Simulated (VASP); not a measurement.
# GaCuSe2 (I-42d) in VASP: notebook

The runs below take GaCuSe2 through single point, with PBE, LDA, PBEsol.

Program: VASP 6.6.1. These are calculated values, not measurements. Logs are shortened: lines on timing, memory, paths and dates and some standing lists are left out, and cuts for length are marked.

**What was measured.**

“Growth and anisotropy of transport properties of CuGaSe2 single crystals”, 2018, pmc:6251020 reports, for a bulk crystal of GaCuSe2: band gap 1.72 eV.

The runs below are set against these values where they give the same quantity.

## (1) The cell of the first run

The structure is tetragonal, space group I-42d (No. 122). The conventional cell has a = 5.672 Å, b = 5.672 Å, c = 11.262 Å, α = 90.00°, β = 90.00°, γ = 90.00°. Within 3.2 Å of Se (site symmetry 2) lie 2 Cu at 2.43 Å and 2 Ga at 2.47 Å. Within 3.3 Å of Ga (site symmetry -4) lie 4 Se at 2.47 Å. Cu (site symmetry -4) has 4 Se at 2.43 Å within 3.2 Å.

## (2) Single point, PBE

The input, INCAR:

```
PREC = Accurate
ENCUT = 520
EDIFF = 1E-7
ISMEAR = -1
SIGMA = 0.05
LREAL = F
LASPH = T
NELM = 80
ALGO = Normal
ISIF = 2
LWAVE = F
LCHARG = T
GGA = PE
LELF = T
LVHAR = T
NBANDS = 46
```

The input, KPOINTS:

```
regular mesh
0
Gamma
  7 7 7
```

The input, POSCAR:

```
GaCuSe2
1.0
   -2.8361632814      2.8361632814      5.6310277179
    2.8361632814     -2.8361632814      5.6310277179
    2.8361632814      2.8361632814     -5.6310277179
Se Ga Cu
4 2 2
Direct
    0.1187901481      0.6250000000     -0.0062098519
    0.8750000000      0.8812098519      0.5062098519
    0.6312098519      0.1250000000      1.0062098519
    0.3750000000      0.3687901481      0.4937901481
    0.2500000000      0.7500000000      0.5000000000
    0.5000000000      0.5000000000      0.0000000000
    0.7500000000      0.2500000000      0.5000000000
    0.0000000000      0.0000000000      0.0000000000
```

Potentials or basis: VASP PAW PBE potentials, release 64 (Se, Ga_d, Cu).

Run with:

```console
$ cat potpaw_PBE.64/Se/POTCAR potpaw_PBE.64/Ga_d/POTCAR potpaw_PBE.64/Cu/POTCAR > POTCAR
$ mpirun -np 1 vasp_std > vasp.out
```

OUTCAR:

```text
PREC = Accurate
   ENCUT = 520
   EDIFF = 1E-7
   ISMEAR = -1
   LREAL = F
   LASPH = T
   NELM = 80
   ISIF = 2
   GGA = PE

 ion  position               nearest neighbor table
   1  0.119  0.625  0.994-   7 2.43   8 2.43   5 2.47   6 2.47
   2  0.875  0.881  0.506-   7 2.43   8 2.43   6 2.47   5 2.47
   3  0.631  0.125  0.006-   7 2.43   8 2.43   5 2.47   6 2.47
   4  0.375  0.369  0.494-   7 2.43   8 2.43   6 2.47   5 2.47
   5  0.250  0.750  0.500-   3 2.47   4 2.47   1 2.47   2 2.47
   6  0.500  0.500  0.000-   2 2.47   1 2.47   4 2.47   3 2.47
   7  0.750  0.250  0.500-   1 2.43   2 2.43   3 2.43   4 2.43
   8  0.000  0.000  0.000-   1 2.43   2 2.43   3 2.43   4 2.43

  LATTYP: Found a body centered tetragonal cell.
 ALAT       =     5.6723265628
 C/A-ratio  =     1.9854384812

  Lattice vectors:

 A1 = (  -2.8361632814,   2.8361632814,   5.6310277179)
 A2 = (   2.8361632814,  -2.8361632814,   5.6310277179)
 A3 = (   2.8361632814,   2.8361632814,  -5.6310277179)

Analysis of symmetry for initial positions (statically):
=====================================================================
 Subroutine PRICEL returns:
 Original cell was already a primitive cell.

 Routine SETGRP: Setting up the symmetry group for a
 body centered tetragonal supercell.

 Subroutine GETGRP returns: Found  8 space group operations
 (whereof  4 operations were pure point group operations)
 out of a pool of 16 trial point group operations.

The static configuration has the point symmetry S_4 .
 The point group associated with its full space group is D_2d.

Analysis of symmetry for dynamics (positions and initial velocities):
=====================================================================
 Subroutine PRICEL returns:
 Original cell was already a primitive cell.

 Routine SETGRP: Setting up the symmetry group for a
 body centered tetragonal supercell.

 Subroutine GETGRP returns: Found  8 space group operations
 (whereof  4 operations were pure point group operations)
 out of a pool of 16 trial point group operations.

The dynamic configuration has the point symmetry S_4 .
 The point group associated with its full space group is D_2d.

 Subroutine INISYM returns: Found  8 space group operations
 (whereof  4 operations are pure point group operations),
 and found     1 'primitive' translations

----------------------------------------------------------------------------------------

                                     Primitive cell

  volume of cell :     181.1799

  direct lattice vectors                    reciprocal lattice vectors
    -2.836163281  2.836163281  5.631027718     0.000000000  0.176294504  0.088793738
     2.836163281 -2.836163281  5.631027718     0.176294504  0.000000000  0.088793738
     2.836163281  2.836163281 -5.631027718     0.176294504  0.176294504  0.000000000

  length of vectors
     6.913473619  6.913473619  6.913473619     0.197393212  0.197393212  0.249318079

  position of ions in fractional coordinates (direct lattice)
     0.118790148  0.625000000  0.993790148
     0.875000000  0.881209852  0.506209852
     0.631209852  0.125000000  0.006209852
     0.375000000  0.368790148  0.493790148
     0.250000000  0.750000000  0.500000000
     0.500000000  0.500000000  0.000000000
     0.750000000  0.250000000  0.500000000
     0.000000000  0.000000000  0.000000000

  ion indices of the primitive-cell ions
   primitive index   ion index
                 1           1
                 2           2
                 3           3
                 4           4
                 5           5
                 6           6
                 7           7
                 8           8

----------------------------------------------------------------------------------------

 KPOINTS: regular mesh

Automatic generation of k-mesh.
 Grid dimensions read from file:
 generate k-points for:    7    7    7

 Generating k-lattice:

  Cartesian coordinates                     Fractional coordinates (reciprocal lattice)
     0.000000000  0.025184929  0.012684820     0.142857143 -0.000000000  0.000000000
     0.025184929  0.000000000  0.012684820    -0.000000000  0.142857143  0.000000000
     0.025184929  0.025184929  0.000000000     0.000000000  0.000000000  0.142857143

  Length of vectors
     0.028199030  0.028199030  0.035616868

  Shift w.r.t. Gamma in fractional coordinates (k-lattice)
     0.000000000  0.000000000  0.000000000

 Subroutine IBZKPT returns following result:
 ===========================================

 Found     40 irreducible k-points:

 Following reciprocal coordinates:
            Coordinates               Weight
  0.000000  0.000000  0.000000      1.000000
  0.142857  0.000000  0.000000      8.000000
  0.285714  0.000000  0.000000      8.000000
  0.428571  0.000000 -0.000000      8.000000
  0.142857  0.142857  0.000000      8.000000
  0.285714  0.142857  0.000000     16.000000
[... 16 lines left out ...]
 -0.142857  0.285714  0.142857      8.000000
 -0.428571  0.428571  0.142857      8.000000
 [... further k-points ...]
   k-points           NKPTS =     40   k-points in BZ     NKDIM =     40   number of bands    NBANDS=     46
   number of dos      NEDOS =    301   number of ions     NIONS =      8
   total plane-waves  NPLWV = 157464
   dimension x,y,z NGX =    54 NGY =   54 NGZ =   54
   dimension x,y,z NGXF=   108 NGYF=  108 NGZF=  108
   ions per type =               4   2   2
   NGX,Y,Z   is equivalent  to a cutoff of  12.99, 12.99, 12.99 a.u.
   NGXF,Y,Z  is equivalent  to a cutoff of  25.97, 25.97, 25.97 a.u.
 SYSTEM =  unknown system
   PREC   = accura    normal or accurate (medium, high low for compatibility)
   ISTART =      0    job   : 0-new  1-cont  2-samecut
   ICHARG =      2    charge: 1-file 2-atom 10-const
   ISPIN  =      1    spin polarized calculation?
   LNONCOLLINEAR =      F non collinear calculations
   LSORBIT =      F    spin-orbit coupling
   LASPH  =      T    aspherical Exc in radial PAW
   ENCUT  =  520.0 eV  38.22 Ry    6.18 a.u.  12.85 12.85 12.85*2*pi/ulx,y,z
   NELM   =     80;   NELMIN=  2; NELMDL= -5     # of ELM steps
   EDIFF  = 0.1E-06   stopping-criterion for ELM
   LREAL  =      F    real-space projection
   EDIFFG = 0.1E-05   stopping-criterion for IOM
   NSW    =      0    number of steps for IOM
   IBRION =     -1    ionic relax: 0-MD 1-quasi-New 2-CG
   NFREE  =      0    steps in history (QN), initial steepest desc. (CG)
   ISIF   =      2    stress and relaxation
   ISYM   =      2    0-nonsym 1-usesym 2-fastsym
   POTIM  = 0.5000    time-step for ionic-motion
   TEBEG  =    0.0;   TEEND  =   0.0 temperature during run
   PSTRESS=    0.0 pullay stress
   NELECT =      72.0000    total number of electrons
   NUPDOWN=      -1.0000    fix difference up-down
   EMIN   =  10.00;   EMAX   =-10.00  energy-range for DOS
   EFERMI =   0.00;   METHOD = LEGACY
   ISMEAR =    -1;   SIGMA  =   0.05  broadening in eV -4-tet -1-fermi 0-gaus
   EFERMI_NEDOS =   21; number of points for ismear=-14 and -15
   IALGO  =     38    algorithm
   IMIX   =      4    mixing-type and parameters
     AMIX     =   0.40;   BMIX     =  1.00
     AMIX_MAG =   1.60;   BMIX_MAG =  1.00
  volume/ion in A,a.u.               =      22.65       152.83
  Fermi-wavevector in a.u.,A,eV,Ry     =   1.203600  2.274475 19.710130  1.448654
  Thomas-Fermi vector in A             =   2.339349
   LORBIT       =      0    0 simple, 1 ext, 2 COOP (PROOUT), +10 PAW based schemes
   GGA     = PE    functional components
   LHFCALC =     F    Hartree Fock is set to
   AEXX    =    0.0000 exact exchange contribution
   IVDW    =     0    specifies the selected vdW correction
   LEPSILON=     F    determine dielectric tensor
   LRPA    =     F    only Hartree local field effects (RPA)
 non-spin polarized calculation
  energy-cutoff  :      520.00
  volume of cell :      181.18
 maximum number of plane-waves:      4909
 NGX is ok and might be reduce to    54
   NGX = 25   NGY = 25   NGZ = 25

 number of electron      72.0000011 magnetization

 Free energy of the ion-electron system (eV)
  ---------------------------------------------------
  ext. energy  EPLUGINS =         0.00000000
  ---------------------------------------------------
  free energy    TOTEN  =       -31.12949613 eV

  energy without entropy =      -31.12833214  energy(sigma->0) =      -31.12891413

 E-fermi :   3.7373     XC(G=0):  -9.4505

 val. band max:        3.6785841361   @ k =   0.0000   0.0000   0.0000
 cond. band min:       4.4994725532   @ k =  -0.1429  -0.1429   0.1429
 fundamental gap:      0.8208884171
 Fermi energy:         3.7372615602

 k-point     1 :       0.0000    0.0000    0.0000
  band No.  band energies     occupation
      1     -11.7993      2.00000
      2     -11.7971      2.00000
      3     -11.7971      2.00000
      4     -11.6755      2.00000
      5     -11.6625      2.00000
      6     -11.6625      2.00000
[... 38 lines left out ...]
     45       8.4302      0.00000
     46       8.6613      0.00000

 k-point     2 :       0.1429    0.0000    0.0000
  band No.  band energies     occupation
      1     -11.8011      2.00000
      2     -11.7983      2.00000
      3     -11.7945      2.00000
      4     -11.6789      2.00000
      5     -11.6673      2.00000
      6     -11.6617      2.00000
[... 38 lines left out ...]
     45       8.5695      0.00000
     46       8.9177      0.00000

 k-point     3 :       0.2857    0.0000    0.0000
  band No.  band energies     occupation
      1     -11.8060      2.00000
      2     -11.8007      2.00000
      3     -11.7865      2.00000
      4     -11.6923      2.00000
      5     -11.6716      2.00000
      6     -11.6602      2.00000
[... 1018 lines left out ...]
     45       9.1959      0.00000
     46       9.5530      0.00000

 k-point    24 :      -0.4286    0.4286    0.1429
  band No.  band energies     occupation
      1     -11.8123      2.00000
      2     -11.8076      2.00000
      3     -11.7566      2.00000
      4     -11.7308      2.00000
      5     -11.6691      2.00000
      6     -11.6650      2.00000
[... 38 lines left out ...]
     45       9.1396      0.00000
     46       9.2861      0.00000

 [... further k-points ...]

------------------------ aborting loop because EDIFF is reached ----------------------------------------

  FORCE on cell =-STRESS in cart. coord.  units (eV):
  Direction    XX          YY          ZZ          XY          YZ          ZX
  --------------------------------------------------------------------------------------
  -------------------------------------------------------------------------------------
  Total        0.2027564      0.2027564      0.1980303      0.0000000      0.0000000      0.0000000
  in kB        1.7929787      1.7929787      1.7511850      0.0000000      0.0000000      0.0000000
  external PRESSURE =       1.7790474 kB  Pullay stress =       0.0000000 kB

 VOLUME and BASIS-vectors are now :
 -----------------------------------------------------------------------------
  energy-cutoff  :      520.00
  volume of cell :      181.18
      direct lattice vectors                 reciprocal lattice vectors
    -2.836163281  2.836163281  5.631027718     0.000000000  0.176294504  0.088793738
     2.836163281 -2.836163281  5.631027718     0.176294504  0.000000000  0.088793738
     2.836163281  2.836163281 -5.631027718     0.176294504  0.176294504  0.000000000

 POSITION                                       TOTAL-FORCE (eV/Angst)
 -----------------------------------------------------------------------------------
      4.25424      1.38286     -1.40776        -0.000000      0.011946      0.000000
      1.45331      1.41808      7.03878        -0.011946      0.000000     -0.000000
     -1.41808      1.45331      4.22327         0.000000     -0.011946     -0.000000
      1.38286      1.41808      1.40776         0.011946     -0.000000      0.000000
      2.83616      0.00000      2.81551        -0.000000     -0.000000      0.000000
      0.00000      0.00000      5.63103         0.000000     -0.000000     -0.000000
      0.00000      2.83616      2.81551        -0.000000      0.000000     -0.000000
      0.00000      0.00000      0.00000        -0.000000      0.000000      0.000000
 -----------------------------------------------------------------------------------
    total drift:                               -0.000005     -0.000005     -0.000010

  FREE ENERGIE OF THE ION-ELECTRON SYSTEM (eV)
  ---------------------------------------------------
  free  energy   TOTEN  =       -31.1294961343 eV

  energy  without entropy=      -31.1283321351  energy(sigma->0) =      -31.12891413
```

Run time: 14 min. Hardware: 1 thread of Intel Xeon Platinum 8259CL at 2.50GHz (Skylake/Cascade Lake), shared host; peak memory 0.58 GiB.

What came out:

```yaml
Free_energy: -31.1295 eV
Pressure: 0.2 GPa
Largest_force: 0.012 eV/Å
Band_gap_on_the_k_mesh: 0.01 eV
```

Forces on the atoms (eV/Å):
```
Se   0.000  0.012  0.000
Se  -0.012  0.000  0.000
Se   0.000 -0.012  0.000
Se   0.012  0.000  0.000
Ga   0.000  0.000  0.000
Ga   0.000  0.000  0.000
Cu   0.000  0.000  0.000
Cu   0.000  0.000  0.000
```

Caveat: the smearing spreads over this small gap; semilocal functionals underestimate gaps, and a narrow one can read as zero.

## (3) Single point, LDA

This run uses another cell than the first one, of 20.78 Å³/atom.

The input, INCAR:

```
PREC = Accurate
ENCUT = 520
EDIFF = 1E-6
ISMEAR = -1
SIGMA = 0.05
LREAL = False
LASPH = True
NELM = 80
ALGO = Normal
ISIF = 2
LWAVE = False
LCHARG = False
GGA = CA
NBANDS = 46
```

The input, KPOINTS:

```
Automatic mesh
0
Gamma
  7 7 7
```

The input, POSCAR:

```
GaCuSe2
1.0
   -2.7544025440      2.7544025440      5.4784748871
    2.7544025440     -2.7544025440      5.4784748871
    2.7544025440      2.7544025440     -5.4784748871
Se Ga Cu
4 2 2
Direct
    0.1159655623      0.6250000000     -0.0090344377
    0.8750000000      0.8840344377      0.5090344377
    0.6340344377      0.1250000000      1.0090344377
    0.3750000000      0.3659655623      0.4909655623
    0.2500000000      0.7500000000      0.5000000000
    0.5000000000      0.5000000000      0.0000000000
    0.7500000000      0.2500000000      0.5000000000
    0.0000000000      0.0000000000      0.0000000000
```

Potentials or basis: VASP PAW LDA potentials, release 64 (Se, Ga_d, Cu).

Run with:

```console
$ cat potpaw_LDA.64/Se/POTCAR potpaw_LDA.64/Ga_d/POTCAR potpaw_LDA.64/Cu/POTCAR > POTCAR
$ mpirun -np 1 vasp_std > vasp.out
```

Run time: 10 min. Hardware: 1 thread of Intel Xeon Platinum 8259CL at 2.50GHz (Skylake/Cascade Lake), shared host; peak memory 0.45 GiB.

It converged, with:

* Free energy: -36.9494 eV
* Pressure: 0.3 GPa
* Largest force: 0.011 eV/Å
* Band gap on the k mesh: 0.22 eV

Forces in eV/Å, atoms in the order of the input:
```
Se   0.000  0.011  0.000
Se  -0.011  0.000  0.000
Se   0.000 -0.011  0.000
Se   0.011  0.000  0.000
Ga   0.000  0.000  0.000
Ga   0.000  0.000  0.000
Cu   0.000  0.000  0.000
Cu   0.000  0.000  0.000
```

Levels at points of the mesh, in eV from the valence-band top:
| k point | band 32 | band 33 | band 34 | band 35 | band 36 | band 37 | band 38 | band 39 | band 40 | band 41 |
| --- | --- | --- | --- | --- | --- | --- | --- | --- | --- | --- |
| (0.00, 0.00, 0.00) | -1.99 | -1.90 | -0.09 | -0.09 | 0.00 | 0.22 | 1.73 | 2.09 | 3.91 | 3.91 |

Caveat: semilocal functionals underestimate gaps, and a narrow one can read as zero.

## (4) Single point, PBE

This run uses another cell than the first one, of 21.76 Å³/atom.

The input, INCAR:

```
SYSTEM = GaCuSe2
PREC     = Accurate       ! precision mode
ENCUT    = 520            ! plane-wave cutoff, eV
EDIFF    = 1E-6           ! SCF threshold, eV
ISMEAR   = -1             ! smearing method
SIGMA    = 0.05           ! smearing width, eV
LREAL    = .False.        ! projectors in reciprocal space
LASPH    = .True.         ! aspherical terms in the spheres
NELM     = 80             ! most SCF steps
ALGO     = Normal         ! electronic algorithm
ISIF     = 2              ! what is computed and relaxed
LWAVE    = .False.        ! write WAVECAR
LCHARG   = .False.        ! write CHGCAR
GGA      = PE             ! functional
NBANDS   = 46             ! bands
```

The input, KPOINTS:

```
regular mesh
0
Gamma
  7 7 7
  0 0 0
```

The input, POSCAR:

```
GaCuSe2
1.0
   -2.8095500000      2.8095500000      5.5130000000
    2.8095500000     -2.8095500000      5.5130000000
    2.8095500000      2.8095500000     -5.5130000000
Se Ga Cu
4 2 2
Direct
    0.1256200000      0.6250000000      0.0006200000
    0.8750000000      0.8743800000      0.4993800000
    0.6243800000      0.1250000000      0.9993800000
    0.3750000000      0.3756200000      0.5006200000
    0.2500000000      0.7500000000      0.5000000000
    0.5000000000      0.5000000000      0.0000000000
    0.7500000000      0.2500000000      0.5000000000
    0.0000000000      0.0000000000      0.0000000000
```

Potentials or basis: VASP PAW PBE potentials, release 64 (Se, Ga_d, Cu).

Run with:

```console
$ cat potpaw_PBE.64/Se/POTCAR potpaw_PBE.64/Ga_d/POTCAR potpaw_PBE.64/Cu/POTCAR > POTCAR
$ mpirun -np 1 vasp_std > vasp.out
```

Wall time 9.7 min (1 thread of Intel Xeon Platinum 8259CL at 2.50GHz (Skylake/Cascade Lake), shared host); peak memory 0.56 GiB.

It converged, with:

```
Free energy            : -31.0327 eV
Pressure               : 3.0 GPa
Largest force          : 0.380 eV/Å
Band gap on the k mesh : 0.25 eV
```

Forces in eV/Å, atoms in the order of the input:
```
Se   0.000 -0.380  0.000
Se   0.380  0.000  0.000
Se   0.000  0.380  0.000
Se  -0.380  0.000  0.000
Ga   0.000  0.000  0.000
Ga   0.000  0.000  0.000
Cu   0.000  0.000  0.000
Cu   0.000  0.000  0.000
```

Stress tensor (GPa, compression positive):
```
2.98 0.00 0.00
0.00 2.98 0.00
0.00 0.00 3.14
```

Levels at points of the mesh, in eV from the valence-band top:
```
           k point  band 34  band 35  band 36  band 37  band 38  band 39
(0.00, 0.00, 0.00)    -0.13    -0.13     0.00     0.25     1.92     2.29
```

Caveat: the cell stands under pressure; semilocal functionals underestimate gaps, and a narrow one can read as zero.

## (5) Single point, PBEsol (22.19 Å³/atom)

This run uses another cell than the first one, of 22.19 Å³/atom.

The input, INCAR:

```
PREC = Accurate ; ENCUT = 520
EDIFF = 1E-6 ; ISMEAR = -1
SIGMA = 0.05 ; LREAL = F
LASPH = T ; NELM = 100
ALGO = Normal ; ISIF = 2
LWAVE = F ; LCHARG = F
GGA = PS ; NBANDS = 46
```

The input, KPOINTS:

```
Automatic mesh
0
Gamma
  7 7 7
```

POSCAR, as its differences from that of step 4:

```diff
@@ -2,5 +2,5 @@
 1.0
-   -2.8095500000      2.8095500000      5.5130000000
-    2.8095500000     -2.8095500000      5.5130000000
-    2.8095500000      2.8095500000     -5.5130000000
+   -2.8281568336      2.8281568336      5.5495109978
+    2.8281568336     -2.8281568336      5.5495109978
+    2.8281568336      2.8281568336     -5.5495109978
 Se Ga Cu
```

Run with:

```console
$ cat potpaw_PBE.64/Se/POTCAR potpaw_PBE.64/Ga_d/POTCAR potpaw_PBE.64/Cu/POTCAR > POTCAR
$ mpirun -np 1 vasp_std > vasp.out
```

It took 18 min on 1 thread of Oxide Virtual Turin-like, shared host; peak memory 0.55 GiB.

It converged, with:

* Free energy: -34.3411 eV
* Pressure: -1.8 GPa
* Largest force: 0.374 eV/Å
* Band gap on the k mesh: 0.10 eV

Forces in eV/Å, atoms in the order of the input:
```
Se   0.000 -0.374  0.000
Se   0.374  0.000  0.000
Se   0.000  0.374  0.000
Se  -0.374  0.000  0.000
Ga   0.000  0.000  0.000
Ga   0.000  0.000  0.000
Cu   0.000  0.000  0.000
Cu   0.000  0.000  0.000
```

Stress tensor (GPa, compression positive):
```
-1.85  0.00  0.00
 0.00 -1.85  0.00
 0.00  0.00 -1.61
```

Levels at points of the mesh, in eV from the valence-band top:
```tsv
k point	band 32	band 33	band 34	band 35	band 36	band 37	band 38	band 39	band 40	band 41
(0.00, 0.00, 0.00)	-1.61	-1.51	-0.13	-0.13	0.00	0.10	1.85	2.21	3.94	3.94
```

Caveat: semilocal functionals underestimate gaps, and a narrow one can read as zero; the PAW data sets were made with another functional, which shifts forces and pressure a little.

(Continued in part 2 of 2.)

The gap in the log of VASP goes by the Fermi energy; the results here count the filled bands.